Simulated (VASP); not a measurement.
TiO2:

```
Ti O
1.0
     0.00000    2.39683    2.39683
     2.39683    0.00000    2.39683
     2.39683    2.39683    0.00000
Ti O
1 2
Direct
  0.00000 0.00000 0.00000
  0.75000 0.75000 0.75000
  0.25000 0.25000 0.25000
```

Base run:

| Item | Value |
| --- | --- |
| Program | VASP 6.6.1 |
| Functional | PBE0 |
| Potentials or basis | VASP PAW PBE potentials, release 64 (Ti_sv, O) |
| Cutoff | 520 eV |
| k mesh | 6 × 6 × 6 |
| Occupations | gaussian, width 0.01 eV |
| Spin | no spin polarisation |

Its results: band gap on the k mesh 3.34 eV (least direct gap 4.08 eV); pressure -3.1 GPa.

Q: The run is repeated on the same cell with these changes: functional from PBE0 to PBE. What comes out?

A: Band gap on the k mesh 1.13 eV (least direct gap 1.83 eV); pressure 6.8 GPa.

Caveats: the cell stands under tension (at least some runs); the PAW data sets were made with another functional, which shifts forces and pressure a little (at least some runs); the cell stands under pressure (at least some runs).

A k mesh can miss the band edges.
